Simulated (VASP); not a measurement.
# SrO in VASP: further runs

SrO is run at these levels: PBE, r2SCAN; tasks: single point.

Program: VASP 6.6.1. These are calculated values, not measurements. Logs are shortened: lines on timing, memory, paths and dates and some standing lists are left out, and cuts for length are marked.

### 1 The cell of the first run

The structure is cubic, space group Fm-3m (No. 225). The conventional cell has a = 5.315 Å, b = 5.315 Å, c = 5.315 Å, α = 90.00°, β = 90.00°, γ = 90.00°. Within 3.5 Å of Sr (site symmetry m-3m) lie 6 O at 2.66 Å. Within 3.5 Å of O (site symmetry m-3m) lie 6 Sr at 2.66 Å.

### 2 Single point, PBE (strain +3.0%)

File INCAR:

```
ALGO = Normal ; EDIFF = 1E-6
ENCUT = 520 ; GGA = PE
ISIF = 2 ; ISMEAR = -1
LASPH = T ; LCHARG = F
LREAL = F ; LWAVE = F
NBANDS = 15 ; NELM = 60
PREC = Accurate ; SIGMA = 0.02
```

File KPOINTS:

```
k-points
0
Gamma
  8 8 8
```

File POSCAR:

```
SrO
1.0
    0.0000000000      2.6572890963      2.6572890963
    2.6572890963      0.0000000000      2.6572890963
    2.6572890963      2.6572890963      0.0000000000
Sr O
1 1
Direct
    0.0000000000      0.0000000000      0.0000000000
    0.5000000000      0.5000000000      0.5000000000
```

Potentials or basis: VASP PAW PBE potentials, release 64 (Sr_sv, O).

On the command line:

```console
> cat potpaw_PBE.64/Sr_sv/POTCAR potpaw_PBE.64/O/POTCAR > POTCAR
> mpirun -np 1 vasp_std > vasp.out
```

OUTCAR:

```text
EDIFF = 1E-6
   ENCUT = 520
   GGA = PE
   ISIF = 2
   ISMEAR = -1
   LASPH = T
   LREAL = F
   NELM = 60
   PREC = Accurate

 ion  position               nearest neighbor table
   1  0.000  0.000  0.000-   2 2.66   2 2.66   2 2.66   2 2.66   2 2.66   2 2.66
   2  0.500  0.500  0.500-   1 2.66   1 2.66   1 2.66   1 2.66   1 2.66   1 2.66

  LATTYP: Found a face centered cubic cell.
 ALAT       =     5.3145781926

  Lattice vectors:

 A1 = (   0.0000000000,   2.6572890963,   2.6572890963)
 A2 = (   2.6572890963,   0.0000000000,   2.6572890963)
 A3 = (   2.6572890963,   2.6572890963,   0.0000000000)

Analysis of symmetry for initial positions (statically):
=====================================================================
 Subroutine PRICEL returns:
 Original cell was already a primitive cell.

 Routine SETGRP: Setting up the symmetry group for a
 face centered cubic supercell.

 Subroutine GETGRP returns: Found 48 space group operations
 (whereof 48 operations were pure point group operations)
 out of a pool of 48 trial point group operations.

The static configuration has the point symmetry O_h .

Analysis of symmetry for dynamics (positions and initial velocities):
=====================================================================
 Subroutine PRICEL returns:
 Original cell was already a primitive cell.

 Routine SETGRP: Setting up the symmetry group for a
 face centered cubic supercell.

 Subroutine GETGRP returns: Found 48 space group operations
 (whereof 48 operations were pure point group operations)
 out of a pool of 48 trial point group operations.

The dynamic configuration has the point symmetry O_h .

 Subroutine INISYM returns: Found 48 space group operations
 (whereof 48 operations are pure point group operations),
 and found     1 'primitive' translations

----------------------------------------------------------------------------------------

                                     Primitive cell

  volume of cell :      37.5272

  direct lattice vectors                    reciprocal lattice vectors
     0.000000000  2.657289096  2.657289096    -0.188161687  0.188161687  0.188161687
     2.657289096  0.000000000  2.657289096     0.188161687 -0.188161687  0.188161687
     2.657289096  2.657289096  0.000000000     0.188161687  0.188161687 -0.188161687

  length of vectors
     3.757974279  3.757974279  3.757974279     0.325905602  0.325905602  0.325905602

  position of ions in fractional coordinates (direct lattice)
     0.000000000  0.000000000  0.000000000
     0.500000000  0.500000000  0.500000000

  ion indices of the primitive-cell ions
   primitive index   ion index
                 1           1
                 2           2

----------------------------------------------------------------------------------------

 KPOINTS: k-points

Automatic generation of k-mesh.
 Grid dimensions read from file:
 generate k-points for:    8    8    8

 Generating k-lattice:

  Cartesian coordinates                     Fractional coordinates (reciprocal lattice)
    -0.023520211  0.023520211  0.023520211     0.125000000  0.000000000  0.000000000
     0.023520211 -0.023520211  0.023520211     0.000000000  0.125000000  0.000000000
     0.023520211  0.023520211 -0.023520211     0.000000000  0.000000000  0.125000000

  Length of vectors
     0.040738200  0.040738200  0.040738200

  Shift w.r.t. Gamma in fractional coordinates (k-lattice)
     0.000000000  0.000000000  0.000000000

 Subroutine IBZKPT returns following result:
 ===========================================

 Found     29 irreducible k-points:

 Following reciprocal coordinates:
            Coordinates               Weight
  0.000000  0.000000  0.000000      1.000000
  0.125000  0.000000  0.000000      8.000000
  0.250000  0.000000  0.000000      8.000000
  0.375000  0.000000  0.000000      8.000000
  0.500000  0.000000  0.000000      4.000000
  0.125000  0.125000  0.000000      6.000000
[... 16 lines left out ...]
  0.500000  0.250000  0.125000     48.000000
 -0.375000  0.250000  0.125000     24.000000
 [... further k-points ...]
   k-points           NKPTS =     29   k-points in BZ     NKDIM =     29   number of bands    NBANDS=     15
   number of dos      NEDOS =    301   number of ions     NIONS =      2
   total plane-waves  NPLWV =  21952
   dimension x,y,z NGX =    28 NGY =   28 NGZ =   28
   dimension x,y,z NGXF=    56 NGYF=   56 NGZF=   56
   ions per type =               1   1
   NGX,Y,Z   is equivalent  to a cutoff of  12.39, 12.39, 12.39 a.u.
   NGXF,Y,Z  is equivalent  to a cutoff of  24.77, 24.77, 24.77 a.u.
 SYSTEM =  unknown system
   PREC   = accura    normal or accurate (medium, high low for compatibility)
   ISTART =      0    job   : 0-new  1-cont  2-samecut
   ICHARG =      2    charge: 1-file 2-atom 10-const
   ISPIN  =      1    spin polarized calculation?
   LNONCOLLINEAR =      F non collinear calculations
   LSORBIT =      F    spin-orbit coupling
   LASPH  =      T    aspherical Exc in radial PAW
   ENCUT  =  520.0 eV  38.22 Ry    6.18 a.u.   6.99  6.99  6.99*2*pi/ulx,y,z
   NELM   =     60;   NELMIN=  2; NELMDL= -5     # of ELM steps
   EDIFF  = 0.1E-05   stopping-criterion for ELM
   LREAL  =      F    real-space projection
[... 7 lines left out ...]
   TEBEG  =    0.0;   TEEND  =   0.0 temperature during run
   PSTRESS=    0.0 pullay stress
   NELECT =      16.0000    total number of electrons
   NUPDOWN=      -1.0000    fix difference up-down
   EMIN   =  10.00;   EMAX   =-10.00  energy-range for DOS
   EFERMI =   0.00;   METHOD = LEGACY
   ISMEAR =    -1;   SIGMA  =   0.02  broadening in eV -4-tet -1-fermi 0-gaus
   EFERMI_NEDOS =   21; number of points for ismear=-14 and -15
   IALGO  =     38    algorithm
   IMIX   =      4    mixing-type and parameters
     AMIX     =   0.40;   BMIX     =  1.00
     AMIX_MAG =   1.60;   BMIX_MAG =  1.00
  volume/ion in A,a.u.               =      18.76       126.62
  Fermi-wavevector in a.u.,A,eV,Ry     =   1.232157  2.328439 20.656510  1.518211
  Thomas-Fermi vector in A             =   2.366938
   LORBIT       =      0    0 simple, 1 ext, 2 COOP (PROOUT), +10 PAW based schemes
   GGA     = PE    functional components
   LHFCALC =     F    Hartree Fock is set to
   AEXX    =    0.0000 exact exchange contribution
   IVDW    =     0    specifies the selected vdW correction
   LEPSILON=     F    determine dielectric tensor
   LRPA    =     F    only Hartree local field effects (RPA)
 non-spin polarized calculation
  energy-cutoff  :      520.00
  volume of cell :       37.53
 maximum number of plane-waves:      1036
   NGX = 13   NGY = 13   NGZ = 13

 number of electron      16.0000007 magnetization

 Free energy of the ion-electron system (eV)
  ---------------------------------------------------
  ext. energy  EPLUGINS =         0.00000000
  ---------------------------------------------------
  free energy    TOTEN  =       -12.02217024 eV

  energy without entropy =      -12.02217024  energy(sigma->0) =      -12.02217024

 E-fermi :   1.6134     XC(G=0):  -9.5683

 val. band max:        1.2234372911   @ k =   0.0000   0.0000   0.0000
 cond. band min:       4.5219238658   @ k =   0.5000   0.5000   0.0000
 fundamental gap:      3.2984865747
 Fermi energy:         1.6134142560

 k-point     1 :       0.0000    0.0000    0.0000
  band No.  band energies     occupation
      1     -31.5345      2.00000
      2     -13.7427      2.00000
      3     -13.2581      2.00000
      4     -13.2581      2.00000
      5     -13.2581      2.00000
      6       1.2234      2.00000
      7       1.2234      2.00000
      8       1.2234      2.00000
      9       4.5387      0.00000
     10       7.2026      0.00000
     11       7.2026      0.00000
     12       7.2026      0.00000
     13       9.1563      0.00000
     14       9.1563      0.00000
     15      13.4410      0.00000

 k-point     2 :       0.1250    0.0000    0.0000
  band No.  band energies     occupation
      1     -31.5218      2.00000
      2     -14.1496      2.00000
      3     -13.2677      2.00000
      4     -13.2677      2.00000
      5     -12.8850      2.00000
      6       0.7944      2.00000
      7       1.0595      2.00000
      8       1.0595      2.00000
      9       5.2037      0.00000
     10       7.0580      0.00000
     11       7.4752      0.00000
     12       7.4752      0.00000
     13       9.5007      0.00000
     14       9.5007      0.00000
     15      14.3332      0.00000

 k-point     3 :       0.2500    0.0000    0.0000
  band No.  band energies     occupation
      1     -31.4907      2.00000
      2     -14.6619      2.00000
      3     -13.2908      2.00000
      4     -13.2908      2.00000
      5     -12.4540      2.00000
      6       0.0380      2.00000
      7       0.7015      2.00000
      8       0.7015      2.00000
      9       6.6018      0.00000
     10       7.0136      0.00000
     11       8.2104      0.00000
     12       8.2104      0.00000
     13      10.3717      0.00000
     14      10.3717      0.00000
     15      16.0321      0.00000
[... 343 lines left out ...]
 k-point    23 :       0.5000    0.2500    0.1250
  band No.  band energies     occupation
      1     -31.4432      2.00000
      2     -14.8244      2.00000
      3     -13.5209      2.00000
      4     -13.3850      2.00000
      5     -12.3982      2.00000
      6      -0.2093      2.00000
      7       0.4140      2.00000
      8       0.7133      2.00000
      9       6.5596      0.00000
     10       7.7902      0.00000
     11       9.4516      0.00000
     12       9.7387      0.00000
     13      11.4596      0.00000
     14      12.3117      0.00000
     15      14.3503      0.00000

 k-point    24 :      -0.3750    0.2500    0.1250
  band No.  band energies     occupation
      1     -31.4329      2.00000
      2     -14.8806      2.00000
      3     -13.5383      2.00000
      4     -13.4215      2.00000
      5     -12.3684      2.00000
      6      -0.2390      2.00000
      7       0.4525      2.00000
      8       0.4864      2.00000
      9       7.2257      0.00000
     10       7.5553      0.00000
     11       9.7349      0.00000
     12      10.0980      0.00000
     13      11.9255      0.00000
     14      13.1413      0.00000
     15      13.3790      0.00000

 [... further k-points ...]
[... 5 lines left out ...]
  --------------------------------------------------------------------------------------
  -------------------------------------------------------------------------------------
  Total       -1.0745697     -1.0745697     -1.0745697     -0.0000000      0.0000000     -0.0000000
  in kB      -45.8773972    -45.8773972    -45.8773972     -0.0000000      0.0000000     -0.0000000
  external PRESSURE =     -45.8773972 kB  Pullay stress =       0.0000000 kB

 VOLUME and BASIS-vectors are now :
 -----------------------------------------------------------------------------
  energy-cutoff  :      520.00
  volume of cell :       37.53
      direct lattice vectors                 reciprocal lattice vectors
     0.000000000  2.657289096  2.657289096    -0.188161687  0.188161687  0.188161687
     2.657289096  0.000000000  2.657289096     0.188161687 -0.188161687  0.188161687
     2.657289096  2.657289096  0.000000000     0.188161687  0.188161687 -0.188161687

 POSITION                                       TOTAL-FORCE (eV/Angst)
 -----------------------------------------------------------------------------------
      0.00000      0.00000      0.00000         0.000000      0.000000     -0.000000
      2.65729      2.65729      2.65729        -0.000000     -0.000000      0.000000
 -----------------------------------------------------------------------------------
    total drift:                                0.000000      0.000000      0.000000

  FREE ENERGIE OF THE ION-ELECTRON SYSTEM (eV)
  ---------------------------------------------------
  free  energy   TOTEN  =       -12.0221702362 eV

  energy  without entropy=      -12.0221702362  energy(sigma->0) =      -12.02217024
```

Run time: 15 s. Hardware: 1 thread of Intel Xeon Platinum 8259CL at 2.50GHz (Skylake/Cascade Lake), shared host; peak memory 0.16 GiB.

What came out:

```yaml
Free_energy: -12.0222 eV
Pressure: -4.6 GPa
Band_gap_on_the_k_mesh: 3.30 eV, indirect (least direct gap 3.32 eV)
```

Levels at points of the mesh, in eV from the valence-band top:
```
           k point  band 5  band 6  band 7  band 8  band 9  band 10  band 11  band 12
(0.00, 0.00, 0.00)  -14.48    0.00    0.00    0.00    3.32     5.98     5.98     5.98
(0.50, 0.00, 0.00)  -13.30   -1.99   -0.96   -0.96    6.12     7.68     8.28     8.28
(0.50, 0.50, 0.00)  -14.75   -0.57   -0.14   -0.14    3.30     7.08     9.52     9.53
```

Caveat: the cell differs from its parent crystal (strain +3.0%). A k mesh can miss the band edges.

(Part 1 of 3 ends here.)
